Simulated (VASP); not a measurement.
# Ta9Al in VASP: further runs

The runs below take Ta9Al through single point, with PBE.

Program: VASP 6.6.1. These are calculated values, not measurements. Logs are shortened: lines on timing, memory, paths and dates and some standing lists are left out, and cuts for length are marked.

**1. The cell of the first run**

The typed cell holds 20 atoms: a = 7.205 Å, b = 7.195 Å, c = 7.204 Å, α = 81.21°, β = 80.67°, γ = 81.20°.

**2. Single point, PBE**

File INCAR:

```
SYSTEM = Ta9Al
  PREC = Accurate
  ENCUT = 520
  EDIFF = 1E-6
  ISMEAR = 0
  SIGMA = 0.1
  LREAL = Auto
  LASPH = .TRUE.
  NELM = 60
  ALGO = Fast
  ISIF = 2
  LWAVE = .FALSE.
  LCHARG = .TRUE.
  GGA = PE
  LELF = .TRUE.
  LVHAR = .TRUE.
  ISYM = 0
  NBANDS = 118
```

File KPOINTS:

```
Automatic mesh
0
G
  3 3 3
  0 0 0
```

File POSCAR:

```
Ta9Al
1.0
   -4.9398154739      4.9768962436     -1.6552285765
   -4.9488154076     -1.6731835931      4.9480917179
    1.6553501815      4.9767418491      4.9389328628
Al Ta
2 18
Direct
    0.2002079634      0.2001065401      0.1997807734
    0.7002885785      0.2000685416      0.6998585316
    0.0005582785      0.0002231896      0.0001686966
    0.5025080207      0.4964073522      0.0020673357
    0.6025587594      0.0976321616      0.1022042993
    0.0993223724      0.5989149780      0.0989033357
    0.7002296780      0.7000875437      0.1998350834
    0.7978859258      0.3025471619      0.2974828400
    0.3011358270      0.8012962037      0.3007577042
    0.3998785946      0.3999589636      0.3994454306
    0.5006001071      0.0002192024      0.5002093882
    0.0025037333      0.4964087604      0.5020709834
    0.1026031764      0.0976294856      0.6021672506
    0.8979640250      0.9037675321      0.3975979265
    0.5993351963      0.5988839931      0.5989090099
    0.2002422272      0.7000899771      0.6998286955
    0.2979278227      0.3025484152      0.7974421054
    0.8011454225      0.8012634219      0.8007625876
    0.8999221385      0.3999504115      0.8994851477
    0.3979627059      0.9037690913      0.8976027120
```

Potentials or basis: VASP PAW PBE potentials, release 64 (Al, Ta_pv).

The run is started by

```
> cat potpaw_PBE.64/Al/POTCAR potpaw_PBE.64/Ta_pv/POTCAR > POTCAR
> mpirun -np 1 vasp_std > vasp.out
```

OUTCAR:

```text
SYSTEM = Ta9Al
   PREC = Accurate
   ENCUT = 520
   EDIFF = 1E-6
   ISMEAR = 0
   LREAL = Auto
   LASPH = .TRUE.
   NELM = 60
   ISIF = 2
   GGA = PE
   ISYM = 0

 ion  position               nearest neighbor table
   1  0.200  0.200  0.200-   3 2.85  10 2.85   6 2.86   9 2.86   8 2.88  17 2.88   5 2.88  13 2.88
                            20 3.29  12 3.29   4 3.29  14 3.29  19 3.32  11 3.32
   2  0.700  0.200  0.700-  19 2.85  11 2.85  18 2.86  15 2.86  13 2.88   5 2.88  17 2.88   8 2.88
                            14 3.29   4 3.29  12 3.29  20 3.29   3 3.32  10 3.32
   3  0.001  0.000  0.000-  20 2.84  14 2.84  18 2.85  13 2.85   5 2.85   1 2.85  19 2.87   6 2.87
                            16 3.30   7 3.30   8 3.30  17 3.30   2 3.32   9 3.32
   4  0.503  0.496  0.002-  10 2.84  19 2.84   7 2.85   5 2.86  17 2.87  15 2.88   6 2.88  20 2.93
                             8 3.26   2 3.29   1 3.29  18 3.32   9 3.32  16 3.35
   5  0.603  0.098  0.102-   8 2.84   7 2.85  11 2.85   3 2.85   4 2.86  20 2.87   2 2.88   1 2.88
                            14 3.26  18 3.28   9 3.28  10 3.30  19 3.30  17 3.38
   6  0.099  0.599  0.099-  19 2.85  16 2.86   7 2.86   1 2.86   3 2.87  12 2.88   4 2.88   9 2.89
                            17 3.28   8 3.28  18 3.31  14 3.32  20 3.32  10 3.32
   7  0.700  0.700  0.200-   8 2.85   5 2.85   4 2.85  14 2.85  18 2.86  15 2.86   6 2.86   9 2.86
                            11 3.30  19 3.30  10 3.30   3 3.30  20 3.35  12 3.35
   8  0.798  0.303  0.297-   5 2.84   7 2.85  19 2.85  10 2.85  14 2.86  12 2.87   1 2.88   2 2.88
                             4 3.26  15 3.28   6 3.28   3 3.30  11 3.30  13 3.38
   9  0.301  0.801  0.301-  11 2.85  16 2.86   7 2.86   1 2.86  10 2.87  20 2.88  14 2.88   6 2.89
[... 9 lines left out ...]
  14  0.898  0.904  0.398-  11 2.84   3 2.84   7 2.85   8 2.86  13 2.87  18 2.88   9 2.88  12 2.93
                             5 3.26   2 3.29   1 3.29   6 3.32  15 3.32  16 3.35
  15  0.599  0.599  0.599-  10 2.85   7 2.86  16 2.86   2 2.86  11 2.87   4 2.88  12 2.88  18 2.89
                             8 3.28  17 3.28   9 3.31  20 3.32  14 3.32  19 3.32
  16  0.200  0.700  0.700-  13 2.85  17 2.85  20 2.85  12 2.85   9 2.86   6 2.86  15 2.86  18 2.86
                             3 3.30  10 3.30  19 3.30  11 3.30   4 3.35  14 3.35
  17  0.298  0.303  0.797-  13 2.84  16 2.85  10 2.85  19 2.85  20 2.86   4 2.87   1 2.88   2 2.88
                            12 3.26  15 3.28   6 3.28  11 3.30   3 3.30   5 3.38
  18  0.801  0.801  0.801-   3 2.85   7 2.86  16 2.86   2 2.86  19 2.87  14 2.88  20 2.88  15 2.89
                             5 3.28  13 3.28   6 3.31  12 3.32   4 3.32  11 3.32
  19  0.900  0.400  0.899-  12 2.84   4 2.84   6 2.85   8 2.85  17 2.85   2 2.85   3 2.87  18 2.87
                             7 3.30  16 3.30  13 3.30   5 3.30   1 3.32  15 3.32
  20  0.398  0.904  0.898-  11 2.84   3 2.84  16 2.85  17 2.86   5 2.87   9 2.88  18 2.88   4 2.93
                            13 3.26   1 3.29   2 3.29   6 3.32  15 3.32   7 3.35

IMPORTANT INFORMATION: All symmetrisations will be switched off!
NOSYMM: (Re-)initialisation of all symmetry stuff for point group C_1.

----------------------------------------------------------------------------------------

                                     Primitive cell

  volume of cell :     361.0578

  direct lattice vectors                    reciprocal lattice vectors
    -4.939815474  4.976896244 -1.655228577    -0.091091007  0.090380802 -0.060542310
    -4.948815408 -1.673183593  4.948091718    -0.090894598 -0.059983292  0.090907036
     1.655350182  4.976741849  4.938932863     0.060535014  0.090384649  0.091107188

  length of vectors
     7.204932670  7.195410268  7.204248849     0.141885983  0.141858777  0.141895710

  position of ions in fractional coordinates (direct lattice)
     0.200207963  0.200106540  0.199780773
     0.700288579  0.200068542  0.699858532
     0.000558279  0.000223190  0.000168697
     0.502508021  0.496407352  0.002067336
     0.602558759  0.097632162  0.102204299
     0.099322372  0.598914978  0.098903336
[... 12 lines left out ...]
     0.899922139  0.399950412  0.899485148
     0.397962706  0.903769091  0.897602712

  ion indices of the primitive-cell ions
   primitive index   ion index
                 1           1
                 2           2
                 3           3
                 4           4
                 5           5
                 6           6
[... 12 lines left out ...]
                19          19
                20          20

----------------------------------------------------------------------------------------

 KPOINTS: Automatic mesh

Automatic generation of k-mesh.
 Grid dimensions read from file:
 generate k-points for:    3    3    3

 Generating k-lattice:

  Cartesian coordinates                     Fractional coordinates (reciprocal lattice)
    -0.030363669  0.030126934 -0.020180770     0.333333333  0.000000000  0.000000000
    -0.030298199 -0.019994431  0.030302345     0.000000000  0.333333333 -0.000000000
     0.020178338  0.030128216  0.030369063    -0.000000000  0.000000000  0.333333333

  Length of vectors
     0.047295328  0.047286259  0.047298570

  Shift w.r.t. Gamma in fractional coordinates (k-lattice)
     0.000000000  0.000000000  0.000000000

 Subroutine IBZKPT returns following result:
 ===========================================

 Found     14 irreducible k-points:

 Following reciprocal coordinates:
            Coordinates               Weight
  0.000000  0.000000  0.000000      1.000000
  0.333333  0.000000 -0.000000      2.000000
 -0.000000  0.000000 -0.333333      2.000000
 -0.000000  0.333333  0.000000      2.000000
  0.333333  0.333333  0.000000      2.000000
  0.000000 -0.333333 -0.333333      2.000000
 -0.333333  0.333333  0.000000      2.000000
  0.000000 -0.333333  0.333333      2.000000
  0.333333 -0.000000  0.333333      2.000000
 -0.333333 -0.000000  0.333333      2.000000
  0.333333  0.333333  0.333333      2.000000
 -0.333333  0.333333  0.333333      2.000000
 -0.333333 -0.333333  0.333333      2.000000
  0.333333 -0.333333  0.333333      2.000000
   k-points           NKPTS =     14   k-points in BZ     NKDIM =     14   number of bands    NBANDS=    118
   number of dos      NEDOS =    301   number of ions     NIONS =     20
   total plane-waves  NPLWV = 157464
   dimension x,y,z NGX =    54 NGY =   54 NGZ =   54
   dimension x,y,z NGXF=   108 NGYF=  108 NGZF=  108
   ions per type =               2  18
   NGX,Y,Z   is equivalent  to a cutoff of  12.46, 12.48, 12.46 a.u.
   NGXF,Y,Z  is equivalent  to a cutoff of  24.92, 24.95, 24.92 a.u.
 SYSTEM =  Ta9Al
   PREC   = accura    normal or accurate (medium, high low for compatibility)
   ISTART =      0    job   : 0-new  1-cont  2-samecut
   ICHARG =      2    charge: 1-file 2-atom 10-const
   ISPIN  =      1    spin polarized calculation?
   LNONCOLLINEAR =      F non collinear calculations
   LSORBIT =      F    spin-orbit coupling
   LASPH  =      T    aspherical Exc in radial PAW
   ENCUT  =  520.0 eV  38.22 Ry    6.18 a.u.  13.40 13.38 13.40*2*pi/ulx,y,z
   NELM   =     60;   NELMIN=  2; NELMDL= -5     # of ELM steps
   EDIFF  = 0.1E-05   stopping-criterion for ELM
   LREAL  =      T    real-space projection
   EDIFFG = 0.1E-04   stopping-criterion for IOM
   NSW    =      0    number of steps for IOM
   IBRION =     -1    ionic relax: 0-MD 1-quasi-New 2-CG
   NFREE  =      0    steps in history (QN), initial steepest desc. (CG)
   ISIF   =      2    stress and relaxation
   ISYM   =      0    0-nonsym 1-usesym 2-fastsym
   POTIM  = 0.5000    time-step for ionic-motion
   TEBEG  =    0.0;   TEEND  =   0.0 temperature during run
   PSTRESS=    0.0 pullay stress
   NELECT =     204.0000    total number of electrons
   NUPDOWN=      -1.0000    fix difference up-down
   EMIN   =  10.00;   EMAX   =-10.00  energy-range for DOS
   EFERMI =   0.00;   METHOD = LEGACY
   ISMEAR =     0;   SIGMA  =   0.10  broadening in eV -4-tet -1-fermi 0-gaus
   EFERMI_NEDOS =   21; number of points for ismear=-14 and -15
   IALGO  =     68    algorithm
   IMIX   =      4    mixing-type and parameters
     AMIX     =   0.40;   BMIX     =  1.00
     AMIX_MAG =   1.60;   BMIX_MAG =  1.00
  volume/ion in A,a.u.               =      18.05       121.83
  Fermi-wavevector in a.u.,A,eV,Ry     =   1.353399  2.557554 24.921655  1.831690
  Thomas-Fermi vector in A             =   2.480658
   LORBIT       =      0    0 simple, 1 ext, 2 COOP (PROOUT), +10 PAW based schemes
   GGA     = PE    functional components
   LHFCALC =     F    Hartree Fock is set to
   AEXX    =    0.0000 exact exchange contribution
   IVDW    =     0    specifies the selected vdW correction
   LEPSILON=     F    determine dielectric tensor
   LRPA    =     F    only Hartree local field effects (RPA)
 non-spin polarized calculation
 RMM-DIIS sequential band-by-band and
 Gauss-broadening in eV      SIGMA  =   0.10
  energy-cutoff  :      520.00
  volume of cell :      361.06
 maximum number of plane-waves:      9751
 NGX is ok and might be reduce to    54
   NGX = 27   NGY = 27   NGZ = 27

 number of electron     204.0000008 magnetization

 Free energy of the ion-electron system (eV)
  ---------------------------------------------------
  ext. energy  EPLUGINS =         0.00000000
  ---------------------------------------------------
  free energy    TOTEN  =      -220.51002958 eV

  energy without entropy =     -220.39265844  energy(sigma->0) =     -220.45134401

 E-fermi :   5.6640     XC(G=0): -12.3400

 val. band max:        5.6543493612   @ k =  -0.3333   0.3333   0.3333
 cond. band min:       5.6644241029   @ k =   0.3333  -0.3333   0.3333
 fundamental gap:      0.0100747418
 Fermi energy:         5.6640038367

 k-point     1 :       0.0000    0.0000    0.0000
  band No.  band energies     occupation
      1     -28.6629      2.00000
      2     -28.6421      2.00000
      3     -28.6207      2.00000
      4     -28.4961      2.00000
      5     -28.4879      2.00000
      6     -28.4767      2.00000
[... 1627 lines left out ...]
    113       6.8960      0.00000
    114       7.6834      0.00000
 [bands above 114 left out]

------------------------ aborting loop because EDIFF is reached ----------------------------------------

  FORCE on cell =-STRESS in cart. coord.  units (eV):
  Direction    XX          YY          ZZ          XY          YZ          ZX
  --------------------------------------------------------------------------------------
  -------------------------------------------------------------------------------------
  Total        0.4080498      0.3352271      0.4172165      0.0494523     -0.0446425     -0.0102046
  in kB        1.8107022      1.4875550      1.8513789      0.2194422     -0.1980989     -0.0452825
  external PRESSURE =       1.7165453 kB  Pullay stress =       0.0000000 kB

 VOLUME and BASIS-vectors are now :
 -----------------------------------------------------------------------------
  energy-cutoff  :      520.00
  volume of cell :      361.06
      direct lattice vectors                 reciprocal lattice vectors
    -4.939815474  4.976896244 -1.655228577    -0.091091007  0.090380802 -0.060542310
    -4.948815408 -1.673183593  4.948091718    -0.090894598 -0.059983292  0.090907036
     1.655350182  4.976741849  4.938932863     0.060535014  0.090384649  0.091107188

 POSITION                                       TOTAL-FORCE (eV/Angst)
 -----------------------------------------------------------------------------------
     -1.64857      1.65586      1.64546        -0.001879      0.001535      0.000592
     -3.29089      6.63353      3.28737        -0.001906      0.000729      0.000944
     -0.00358      0.00324      0.00101         0.003269     -0.013061     -0.002524
     -4.93550      1.68064      1.63471        -0.008938      0.018823      0.009702
     -3.29051      3.34416     -0.00950        -0.011422     -0.000151      0.010582
     -3.29083     -0.01556      3.28756         0.005047      0.000035     -0.005109
[... 12 lines left out ...]
     -4.93577      8.28613      4.93191        -0.001297      0.011247      0.001597
     -4.95260      4.93558      8.24641         0.009375     -0.020632     -0.010127
 -----------------------------------------------------------------------------------
    total drift:                               -0.010687      0.005768      0.009292

  FREE ENERGIE OF THE ION-ELECTRON SYSTEM (eV)
  ---------------------------------------------------
  free  energy   TOTEN  =      -220.5100295774 eV

  energy  without entropy=     -220.3926584387  energy(sigma->0) =     -220.45134401
```

Wall time 36 min (1 thread of Intel Xeon 8259CL, shared host); peak memory 0.62 GiB.

What came out:

- Free energy: -220.5100 eV
- Pressure: 0.2 GPa
- Largest force: 0.025 eV/Å
- Band gap on the k mesh: zero (bands 102 and 103 overlap by 0.19 eV)

Forces in eV/Å, atoms in the order of the input:
```
Al  -0.002  0.002  0.001
Al  -0.002  0.001  0.001
Ta   0.003 -0.013 -0.003
Ta  -0.009  0.019  0.010
Ta  -0.011  0.000  0.011
Ta   0.005  0.000 -0.005
Ta   0.000  0.001  0.001
Ta   0.010  0.001 -0.010
Ta  -0.005  0.001  0.005
Ta  -0.002  0.012  0.001
Ta   0.003 -0.014 -0.003
Ta  -0.009  0.019  0.009
Ta  -0.011 -0.001  0.011
Ta   0.009 -0.020 -0.010
Ta   0.005  0.000 -0.005
Ta   0.000  0.001  0.000
Ta   0.011  0.001 -0.010
Ta  -0.005  0.001  0.005
Ta  -0.001  0.011  0.002
Ta   0.009 -0.021 -0.010
```

Levels at points of the mesh, in eV from the Fermi level:
```csv
k point,band 100,band 101,band 102,band 103,band 104,band 105
"(0.00, 0.00, 0.00)",-0.37,-0.36,0.14,0.16,0.35,0.47
```

Caveat: spin-orbit coupling is left out, which moves the levels of the heavy elements.

(Part 1 of 2 ends here.)
